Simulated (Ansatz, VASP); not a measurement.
**LaHg2 in VASP and in Ansatz**

INCAR

```
SYSTEM = LaHg2
ALGO = Normal
EDIFF = 1E-6
ENCUT = 520
GGA = CA
ISIF = 2
ISMEAR = -1
LASPH = .True.
LCHARG = .False.
LREAL = .False.
LWAVE = .False.
NBANDS = 24
NELM = 100
PREC = Accurate
SIGMA = 0.05
```

KPOINTS

```
k-points
0
Gamma
  7 7 8
  0 0 0
```

Contents of POSCAR:

```
LaHg2
1.0
    4.9580000000      0.0000000000      0.0000000000
   -2.4790000000      4.2937539520      0.0000000000
    0.0000000000      0.0000000000      3.6400000000
La Hg
1 2
Direct
    0.0000000000      0.0000000000      0.0000000000
    0.2533333333      0.6266666667      0.5000000000
    0.7466666667      0.3733333333      0.5000000000
```

Input for Ansatz:

```yaml
crystal:
  lattice:
    - [4.958, 0.0, 0.0]
    - [-2.479, 4.293753952, 0.0]
    - [0.0, 0.0, 3.64]
  atoms:
    - { symbol: La, position: [0.0, 0.0, 0.0] }
    - { symbol: Hg, position: [0.2533333333, 0.6266666667, 0.5] }
    - { symbol: Hg, position: [0.7466666667, 0.3733333333, 0.5] }
kpoints:
  mp_grid: { grid: [7, 7, 8] }
scf:
  occupations: { method: fermi_dirac, width: 0.05 }
hamiltonian:
  xc: lda
  pseudopotentials: { kind: all_electron, lapw: { basis_error: 0.001 } }
output:
  forces: true
  stress: true
  eigenvalues: true
  populations: true
```

Change from the starting cell: shortest bond scaled by 0.76, LAPW.

Alike in both runs: task single point; functional LDA; k mesh 7 × 7 × 8; occupations fermi-dirac, width 0.05 eV; no spin polarisation.

```csv
,VASP,Ansatz
version,VASP 6.6.1,Ansatz 0.2.0
potentials or method,"VASP PAW LDA potentials, release 64 (La, Hg), cutoff 520 eV","all-electron LAPW, scalar-relativistic"
```

```csv
,VASP,Ansatz,Ansatz less VASP
pressure (GPa),16.9,15.2,-1.64
"traceless stress, the component that is largest in VASP (GPa)",20.18,18.53,-1.659
rms of the force components (eV/Å),6.418,5.982,-0.4362
```

LDA's correlation is that of Perdew and Zunger in VASP and of Perdew and Wang (1992) in Ansatz. Atom by atom the forces differ by 0.436 eV/Å (rms over components). Ansatz ran all-electron here, and VASP with PAW potentials.

Spin-orbit coupling is off throughout.
